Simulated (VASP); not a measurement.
# C (C2/c) in VASP: single point with PBE

Aim: the single point of C with PBE.

All numbers are computed with VASP 6.6.1; they aren't measurements. Logs are shortened: lines on timing, memory, paths and dates and some standing lists are left out, and cuts for length are marked.

### Step 1. The cell of the first run

The structure is monoclinic, space group C2/c (No. 15). The conventional cell has a = 2.467 Å, b = 4.272 Å, c = 8.500 Å, α = 90.00°, β = 95.14°, γ = 90.00°. C (site symmetry 2) has 3 C at 1.42 Å within 1.9 Å. Within 1.9 Å of C (site symmetry 2) lie 3 C at 1.42 Å.

### Step 2. Single point, PBE (shear of c along a, cell held: +9.0 %, then relaxed in part)

The input, INCAR:

```
PREC = Accurate ; ENCUT = 520
EDIFF = 1E-6 ; ISMEAR = 0
SIGMA = 0.1 ; LREAL = F
LASPH = T ; NELM = 60
ALGO = Normal ; ISIF = 2
LWAVE = F ; LCHARG = F
GGA = PE ; NBANDS = 16
```

The input, KPOINTS:

```
regular mesh
0
Gamma
  24 24 6
```

The input, POSCAR:

```
C
1.0
    2.4665327983      0.0000000000      0.0000000000
   -1.2332663992      2.1360800626      0.0000000000
    0.7618903224      0.0000000000      8.4654480266
C
4
Direct
    0.0000000000      0.0000000000      0.2500000000
    0.0000000000      0.0000000000      0.7500000000
    0.3333333333      0.6666666667      0.2500000000
    0.6666666666      0.3333333333      0.7500000000
```

Potentials or basis: VASP PAW PBE potentials, release 64 (C).

The run is started by

```console
> cat potpaw_PBE.64/C/POTCAR > POTCAR
> mpirun -np 1 vasp_std > vasp.out
```

OUTCAR:

```text
PREC = Accurate
   ENCUT = 520
   EDIFF = 1E-6
   ISMEAR = 0
   LREAL = F
   LASPH = T
   NELM = 60
   ISIF = 2
   GGA = PE

 ion  position               nearest neighbor table
   1  0.000  0.000  0.250-   3 1.42   3 1.42   3 1.42
   2  0.000  0.000  0.750-   4 1.42   4 1.42   4 1.42
   3  0.333  0.667  0.250-   1 1.42   1 1.42   1 1.42
   4  0.667  0.333  0.750-   2 1.42   2 1.42   2 1.42

  LATTYP: Found a base centered monoclinic cell.
 ALAT       =     2.4665327983
 B/A-ratio  =     1.7320508076
 C/A-ratio  =     3.4459967244
 COS(beta)  =    -0.0896376995

  Lattice vectors:

 A1 = (  -1.2332663992,   2.1360800626,   0.0000000000)
 A2 = (  -1.2332663991,  -2.1360800626,   0.0000000000)
 A3 = (   0.7618903224,   0.0000000000,   8.4654480266)

Analysis of symmetry for initial positions (statically):
=====================================================================
 Subroutine PRICEL returns:
 Original cell was already a primitive cell.

 Routine SETGRP: Setting up the symmetry group for a
 base centered monoclinic supercell.

 Subroutine GETGRP returns: Found  4 space group operations
 (whereof  2 operations were pure point group operations)
 out of a pool of  4 trial point group operations.

The static configuration has the point symmetry S_2 .
 The point group associated with its full space group is C_2h.

Analysis of symmetry for dynamics (positions and initial velocities):
=====================================================================
 Subroutine PRICEL returns:
 Original cell was already a primitive cell.

 Routine SETGRP: Setting up the symmetry group for a
 base centered monoclinic supercell.

 Subroutine GETGRP returns: Found  4 space group operations
 (whereof  2 operations were pure point group operations)
 out of a pool of  4 trial point group operations.

The dynamic configuration has the point symmetry S_2 .
 The point group associated with its full space group is C_2h.

 Subroutine INISYM returns: Found  4 space group operations
 (whereof  2 operations are pure point group operations),
 and found     1 'primitive' translations

----------------------------------------------------------------------------------------

                                     Primitive cell

  volume of cell :      44.6020

  direct lattice vectors                    reciprocal lattice vectors
     2.466532798  0.000000000  0.000000000     0.405427408  0.234073623 -0.036488467
    -1.233266399  2.136080063  0.000000000     0.000000000  0.468147247  0.000000000
     0.761890322  0.000000000  8.465448027     0.000000000  0.000000000  0.118127239

  length of vectors
     2.466532798  2.466532798  8.499663944     0.469567091  0.468147247  0.118127239

  position of ions in fractional coordinates (direct lattice)
     0.000000000  0.000000000  0.250000000
     0.000000000  0.000000000  0.750000000
     0.333333333  0.666666667  0.250000000
     0.666666667  0.333333333  0.750000000

  ion indices of the primitive-cell ions
   primitive index   ion index
                 1           1
                 2           2
                 3           3
                 4           4

----------------------------------------------------------------------------------------

 KPOINTS: regular mesh

Automatic generation of k-mesh.
 Grid dimensions read from file:
 generate k-points for:   24   24    6

 Generating k-lattice:

  Cartesian coordinates                     Fractional coordinates (reciprocal lattice)
     0.016892809  0.009753068 -0.001520353     0.041666667  0.000000000  0.000000000
     0.000000000  0.019506135  0.000000000     0.000000000  0.041666667  0.000000000
     0.000000000  0.000000000  0.019687873     0.000000000  0.000000000  0.166666667

  Length of vectors
     0.019565295  0.019506135  0.019687873

  Shift w.r.t. Gamma in fractional coordinates (k-lattice)
     0.000000000  0.000000000  0.000000000

 Subroutine IBZKPT returns following result:
 ===========================================

 Found    914 irreducible k-points:

 Following reciprocal coordinates:
            Coordinates               Weight
  0.000000  0.000000  0.000000      1.000000
  0.041667  0.000000 -0.000000      4.000000
  0.083333  0.000000  0.000000      4.000000
  0.125000  0.000000 -0.000000      4.000000
  0.166667  0.000000  0.000000      4.000000
  0.208333  0.000000  0.000000      4.000000
[... 16 lines left out ...]
  0.375000  0.041667 -0.000000      4.000000
  0.416667  0.041667  0.000000      4.000000
 [... further k-points ...]
   k-points           NKPTS =    914   k-points in BZ     NKDIM =    914   number of bands    NBANDS=     16
   number of dos      NEDOS =    301   number of ions     NIONS =      4
   total plane-waves  NPLWV =  20736
   dimension x,y,z NGX =    18 NGY =   18 NGZ =   64
   dimension x,y,z NGXF=    36 NGYF=   36 NGZF=  128
   ions per type =               4
   NGX,Y,Z   is equivalent  to a cutoff of  12.13, 12.13, 12.52 a.u.
   NGXF,Y,Z  is equivalent  to a cutoff of  24.26, 24.26, 25.04 a.u.
 SYSTEM =  unknown system
   PREC   = accura    normal or accurate (medium, high low for compatibility)
   ISTART =      0    job   : 0-new  1-cont  2-samecut
   ICHARG =      2    charge: 1-file 2-atom 10-const
   ISPIN  =      1    spin polarized calculation?
   LNONCOLLINEAR =      F non collinear calculations
   LSORBIT =      F    spin-orbit coupling
   LASPH  =      T    aspherical Exc in radial PAW
   ENCUT  =  520.0 eV  38.22 Ry    6.18 a.u.   4.59  4.59 15.80*2*pi/ulx,y,z
   NELM   =     60;   NELMIN=  2; NELMDL= -5     # of ELM steps
   EDIFF  = 0.1E-05   stopping-criterion for ELM
   LREAL  =      F    real-space projection
[... 7 lines left out ...]
   TEBEG  =    0.0;   TEEND  =   0.0 temperature during run
   PSTRESS=    0.0 pullay stress
   NELECT =      16.0000    total number of electrons
   NUPDOWN=      -1.0000    fix difference up-down
   EMIN   =  10.00;   EMAX   =-10.00  energy-range for DOS
   EFERMI =   0.00;   METHOD = LEGACY
   ISMEAR =     0;   SIGMA  =   0.10  broadening in eV -4-tet -1-fermi 0-gaus
   EFERMI_NEDOS =   21; number of points for ismear=-14 and -15
   IALGO  =     38    algorithm
   IMIX   =      4    mixing-type and parameters
     AMIX     =   0.40;   BMIX     =  1.00
     AMIX_MAG =   1.60;   BMIX_MAG =  1.00
  volume/ion in A,a.u.               =      11.15        75.25
  Fermi-wavevector in a.u.,A,eV,Ry     =   1.163224  2.198175 18.409909  1.353090
  Thomas-Fermi vector in A             =   2.299776
   LORBIT       =      0    0 simple, 1 ext, 2 COOP (PROOUT), +10 PAW based schemes
   GGA     = PE    functional components
   LHFCALC =     F    Hartree Fock is set to
   AEXX    =    0.0000 exact exchange contribution
   IVDW    =     0    specifies the selected vdW correction
   LEPSILON=     F    determine dielectric tensor
   LRPA    =     F    only Hartree local field effects (RPA)
 non-spin polarized calculation
 Gauss-broadening in eV      SIGMA  =   0.10
  energy-cutoff  :      520.00
  volume of cell :       44.60
 maximum number of plane-waves:      1224
   NGX =  9   NGY =  9   NGZ = 31

 number of electron      15.9999995 magnetization

 Free energy of the ion-electron system (eV)
  ---------------------------------------------------
  ext. energy  EPLUGINS =         0.00000000
  ---------------------------------------------------
  free energy    TOTEN  =       -36.90598475 eV

  energy without entropy =      -36.90546406  energy(sigma->0) =      -36.90572440

 E-fermi :   2.8434     XC(G=0):  -8.7670

 val. band max:        2.8351522494   @ k =   0.3333   0.3333   0.0000
 cond. band min:       2.8498464160   @ k =   0.3333   0.3333   0.0000
 fundamental gap:      0.0146941666
 Fermi energy:         2.8433690738

 k-point     1 :       0.0000    0.0000    0.0000
  band No.  band energies     occupation
      1     -16.6902      2.00000
      2     -16.6517      2.00000
      3      -5.0145      2.00000
      4      -4.5080      2.00000
      5      -0.2004      2.00000
      6      -0.2002      2.00000
[... 8 lines left out ...]
     15      14.1948      0.00000
     16      14.2707      0.00000

 k-point     2 :       0.0417    0.0000   -0.0000
  band No.  band energies     occupation
      1     -16.6491      2.00000
      2     -16.6108      2.00000
      3      -4.9648      2.00000
      4      -4.4599      2.00000
      5      -0.3695      2.00000
      6      -0.3685      2.00000
[... 8 lines left out ...]
     15      13.4987      0.00000
     16      14.1086      0.00000

 k-point     3 :       0.0833    0.0000    0.0000
  band No.  band energies     occupation
      1     -16.5259      2.00000
      2     -16.4880      2.00000
      3      -4.8160      2.00000
      4      -4.3156      2.00000
      5      -0.8515      2.00000
      6      -0.8499      2.00000
[... 8 lines left out ...]
     15      13.6882      0.00000
     16      13.7038      0.00000

 k-point     4 :       0.1250    0.0000   -0.0000
  band No.  band energies     occupation
      1     -16.3209      2.00000
      2     -16.2838      2.00000
      3      -4.5690      2.00000
      4      -4.0763      2.00000
      5      -1.5828      2.00000
      6      -1.5802      2.00000
[... 8 lines left out ...]
     15      13.0265      0.00000
     16      13.0600      0.00000
[... 324 lines left out ...]
 k-point    22 :       0.3333    0.0417    0.0000
  band No.  band energies     occupation
      1     -13.7474      2.00000
      2     -13.7190      2.00000
      3      -7.3185      2.00000
      4      -7.3068      2.00000
      5      -3.2222      2.00000
      6      -3.2181      2.00000
[... 8 lines left out ...]
     15      16.9334      0.00000
     16      17.6685      0.00000

 k-point    23 :       0.3750    0.0417   -0.0000
  band No.  band energies     occupation
      1     -13.0474      2.00000
      2     -13.0214      2.00000
      3      -8.3677      2.00000
      4      -8.3540      2.00000
      5      -3.4603      2.00000
      6      -3.4562      2.00000
[... 8 lines left out ...]
     15      16.6895      0.00000
     16      17.6739      0.00000

 k-point    24 :       0.4167    0.0417    0.0000
  band No.  band energies     occupation
      1     -12.2967      2.00000
      2     -12.2735      2.00000
      3      -9.3560      2.00000
      4      -9.3406      2.00000
      5      -3.6219      2.00000
      6      -3.6177      2.00000
[... 8 lines left out ...]
     15      15.5244      0.00000
     16      16.9422      0.00000

 [... further k-points ...]

------------------------ aborting loop because EDIFF is reached ----------------------------------------

  FORCE on cell =-STRESS in cart. coord.  units (eV):
  Direction    XX          YY          ZZ          XY          YZ          ZX
  --------------------------------------------------------------------------------------
  -------------------------------------------------------------------------------------
  Total        0.1496089      0.1504506      0.0022925     -0.0000000      0.0000000     -0.0038615
  in kB        5.3741993      5.4044339      0.0823507     -0.0000000      0.0000000     -0.1387128
  external PRESSURE =       3.6203280 kB  Pullay stress =       0.0000000 kB

 VOLUME and BASIS-vectors are now :
 -----------------------------------------------------------------------------
  energy-cutoff  :      520.00
  volume of cell :       44.60
      direct lattice vectors                 reciprocal lattice vectors
     2.466532798  0.000000000  0.000000000     0.405427408  0.234073623 -0.036488467
    -1.233266399  2.136080063  0.000000000     0.000000000  0.468147247  0.000000000
     0.761890322  0.000000000  8.465448027     0.000000000  0.000000000  0.118127239

 POSITION                                       TOTAL-FORCE (eV/Angst)
 -----------------------------------------------------------------------------------
      0.19047      0.00000      2.11636         0.000000     -0.000217      0.000000
      0.57142      0.00000      6.34909        -0.000000      0.000217     -0.000000
      0.19047      1.42405      2.11636         0.000000     -0.000301      0.000000
      1.80468      0.71203      6.34909        -0.000000      0.000301     -0.000000
 -----------------------------------------------------------------------------------
    total drift:                                0.000000      0.000000      0.000000

  FREE ENERGIE OF THE ION-ELECTRON SYSTEM (eV)
  ---------------------------------------------------
  free  energy   TOTEN  =       -36.9059847503 eV

  energy  without entropy=      -36.9054640559  energy(sigma->0) =      -36.90572440
```

Run time: 11 min. Hardware: 1 thread of Intel Xeon 8259CL, shared host; peak memory 0.53 GiB.

Results:

| Property | Result |
| --- | --- |
| Free energy | -36.9060 eV |
| Pressure | 0.4 GPa |

Caveat: the cell differs from its parent crystal (shear of c along a, cell held: +9.0 %, then relaxed in part); this functional lacks dispersion, which binds layers or chains, so the pressure and a relaxed spacing across them are unreliable.
